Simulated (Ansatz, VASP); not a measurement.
TiC in VASP and in Ansatz

```
Ti C
1.0
     0.00000    2.16426    2.16426
     2.16426    0.00000    2.16426
     2.16426    2.16426    0.00000
Ti C
1 1
Direct
  0.00000 0.00000 0.00000
  0.50000 0.50000 0.50000
```

Alike in both runs: functional r2SCAN; k mesh 13 × 13 × 13; occupations fermi-dirac, width 0.1 eV; no spin polarisation.

Ansatz relaxed the structure, and its values are those at the end. VASP's run is a single point on that final structure, the one shown.

```csv
,VASP,Ansatz
version,VASP 6.6.1,Ansatz 0.2.0
potentials or method,"VASP PAW PBE potentials, release 64 (Ti_sv, C), cutoff 520 eV",PAW plane waves
valence electrons in the cell,16,16
```

Ansatz gave:

```
pressure (GPa) : 0.0
```

Q: Which values does VASP return?

A: Pressure (GPa): 0.8.

VASP's potentials were made for PBE, not for r2SCAN. Ansatz's warnings: stress scf threshold loose.
